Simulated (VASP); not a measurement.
A run of VASP 6.6.1 is set up as follows.

File INCAR:

```
PREC = Accurate
ENCUT = 600
EDIFF = 1E-6
ISMEAR = 0
SIGMA = 0.1
LREAL = F
LASPH = T
NELM = 100
ALGO = Fast
ISIF = 3
LWAVE = F
LCHARG = F
GGA = PE
IBRION = 2
NSW = 90
EDIFFG = -0.04
```

Contents of KPOINTS:

```
Automatic mesh
0
Gamma
  6 6 4
```

POSCAR

```
TaGa2
1.0
    2.8720528500      0.0000000000      0.0000000000
    0.0000000000      2.8720528500      0.0000000000
    0.0000000000      0.0000000000      5.9538788300
Ta Ga
1 2
Direct
    0.0000000000      0.0000000000      0.0000000000
    0.5000000000      0.5000000000      0.2843227100
    0.5000000000      0.5000000000      0.7156772900
```

Potentials or basis: VASP PAW PBE potentials, release 64 (Ta_pv, Ga_d).

The run is started by

```sh
$ cat potpaw_PBE.64/Ta_pv/POTCAR potpaw_PBE.64/Ga_d/POTCAR > POTCAR
$ mpirun -np 1 vasp_std > vasp.out
```

Question: Estimate the relaxed volume.

Answer: 17.62 Å³/atom.

Question: Predict the space group after relaxing (to 0.05 Å).

Answer: P4/mmm (No. 123).

Question: What does it give for the relaxed cell?

Answer: a = 2.823 Å, b = 2.823 Å, c = 6.635 Å, α = 90.00°, β = 90.00°, γ = 90.00°.

The path:
| step | energy change (eV) | largest force (eV/Å) | pressure (GPa) | volume (Å³) |
| --- | --- | --- | --- | --- |
| 1 | 0.0000 | 2.9082 | 20.48 | 49.11 |
| 2 | -0.1866 | 0.2933 | -15.79 | 65.45 |
| 3 | -0.6925 | 0.7834 | -4.85 | 57.01 |
| 4 | -0.6942 | 0.8530 | -4.08 | 56.65 |
| 5 | -0.9221 | 0.5270 | -3.07 | 54.84 |
| 6 | -0.9799 | 0.2123 | -1.68 | 53.73 |
| 7 | -0.9828 | 0.1119 | -1.17 | 53.41 |
| 8 | -0.9827 | 0.1394 | -1.37 | 53.47 |
| 9 | -0.9856 | 0.0891 | 1.37 | 52.30 |
| 10 | -0.9875 | 0.1149 | 0.29 | 52.76 |
| 11 | -0.9883 | 0.0037 | -0.08 | 52.87 |

Caveat: the k points lie up to 0.37 Å⁻¹ apart in the final cell.
